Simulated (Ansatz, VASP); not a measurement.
Al2O3 in VASP and in Ansatz

File INCAR:

```
SYSTEM = Al2O3
PREC = Accurate
ENCUT = 520
EDIFF = 1E-7
ISMEAR = 0
SIGMA = 0.05
LREAL = .FALSE.
LASPH = .TRUE.
NELM = 60
ALGO = Normal
ISIF = 2
LWAVE = .FALSE.
LCHARG = .FALSE.
NBANDS = 20
```

File KPOINTS:

```
regular mesh
0
G
  12 12 4
  0 0 0
```

File POSCAR:

```
Al2O3
1.0
    2.7923239215      0.0000000000      0.0000000000
   -1.3961619608      2.4182234516      0.0000000000
    0.0000000000      0.0000000000      9.6487422905
Al O
2 3
Direct
    0.0000000000      0.0000000000      0.1469612859
    0.0000000000      0.0000000000      0.8530387141
    0.3333333333      0.6666666667      0.2184227737
    0.6666666667      0.3333333333      0.0000000000
    0.3333333333      0.6666666667      0.7815772263
```

Input for Ansatz:

```yaml
crystal:
  lattice:
    - [2.7923239215, 0.0, 0.0]
    - [-1.3961619608, 2.4182234516, 0.0]
    - [0.0, 0.0, 9.6487422905]
  atoms:
    - { symbol: Al, position: [0.0, 0.0, 0.1469612859] }
    - { symbol: Al, position: [0.0, 0.0, 0.8530387141] }
    - { symbol: O, position: [0.3333333333, 0.6666666667, 0.2184227737] }
    - { symbol: O, position: [0.6666666667, 0.3333333333, 0.0] }
    - { symbol: O, position: [0.3333333333, 0.6666666667, 0.7815772263] }
basis:
  ecutwfc: 420
kpoints:
  mp_grid: { grid: [12, 12, 4] }
hamiltonian:
  xc: lda
scf:
  occupations: { method: gaussian, width: 0.05 }
output:
  forces: true
  stress: true
  eigenvalues: true
```

Alike in both runs: task single point; functional LDA; k mesh 12 × 12 × 4; occupations gaussian, width 0.05 eV; no spin polarisation.

|  | VASP | Ansatz |
| --- | --- | --- |
| version | VASP 6.6.1 | Ansatz 0.2.0 |
| potentials or method | VASP PAW LDA potentials, release 64 (Al, O), cutoff 520 eV | scalar-relativistic, plane waves, PAW |
| valence electrons in the cell | 24 | 24 |

Ansatz gave:

* gap on the k mesh at the Fermi level (eV): 5.63
* least direct gap on the mesh (eV): 5.79
* pressure (GPa): 2.6
* traceless stress, the component that is largest in VASP (GPa): -8.45
* rms of the force components (eV/Å): 0.274

**Question.** What did VASP give for the same quantities?

**Answer.** gap on the k mesh at the Fermi level (eV): 5.61; least direct gap on the mesh (eV): 5.79; pressure (GPa): 3.4; traceless stress, the component that is largest in VASP (GPa): -9.08; rms of the force components (eV/Å): 0.281.

LDA's correlation is that of Perdew and Zunger in VASP and of Perdew and Wang (1992) in Ansatz. Atom by atom the forces differ by 0.019 eV/Å (rms over components).
